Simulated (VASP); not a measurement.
## BN: single point with PBE

The system is BN, a slab with vacuum.

```
CELL_PARAMETERS angstrom
2.56306 0.00000 0.00000
0.00000 3.62471 0.00000
0.00000 0.00000 24.62550
ATOMIC_POSITIONS crystal
B 0.25000 0.08431 0.45499
B 0.75000 0.63441 0.50000
B 0.25000 0.08431 0.54501
N 0.75000 0.90155 0.44669
N 0.25000 0.39388 0.50000
N 0.75000 0.90155 0.55331
```

```
Program                : VASP 6.6.1
Task                   : single point
Functional             : PBE
Potentials or basis    : VASP PAW PBE potentials, release 64 (B, N)
Cutoff                 : 520 eV
k mesh                 : 12 × 8 × 1
Occupations            : fermi-dirac, width 0.02 eV
Spin                   : no spin polarisation
Dipole correction      : yes
Further INCAR settings : ALGO = Normal; EDIFF = 1e-06; NBANDS = 21
```

```json
{"Largest force": "0.028 eV/Å", "Band gap on the k mesh": "0.47 eV (least direct gap 0.66 eV)"}
```

Forces in eV/Å, atoms in the order of the input:
```
B    0.000  0.003 -0.027
B    0.000 -0.008  0.000
B    0.000  0.003  0.027
N    0.000 -0.001  0.008
N    0.000  0.004  0.000
N    0.000 -0.001 -0.008
```

Levels at points of the mesh, in eV from the valence-band top:
```csv
k point,band 10,band 11,band 12,band 13,band 14,band 15
"(0.00, 0.00, 0.00)",-1.86,-1.61,-0.51,3.62,5.12,5.56
"(0.50, 0.00, 0.00)",-3.54,-1.99,-0.19,0.47,4.32,6.74
"(0.00, 0.50, 0.00)",-3.02,-1.77,0.00,3.61,5.00,7.08
"(0.50, 0.50, 0.00)",-4.13,-1.14,-0.13,2.24,4.66,8.43
```

Wall time 110 s on 1 thread of AMD EPYC 9R45 96-Core Processor (Zen 5), with other jobs on the host, peak memory 0.35 GiB.

Caveat: semilocal functionals underestimate gaps, and a narrow one can read as zero.
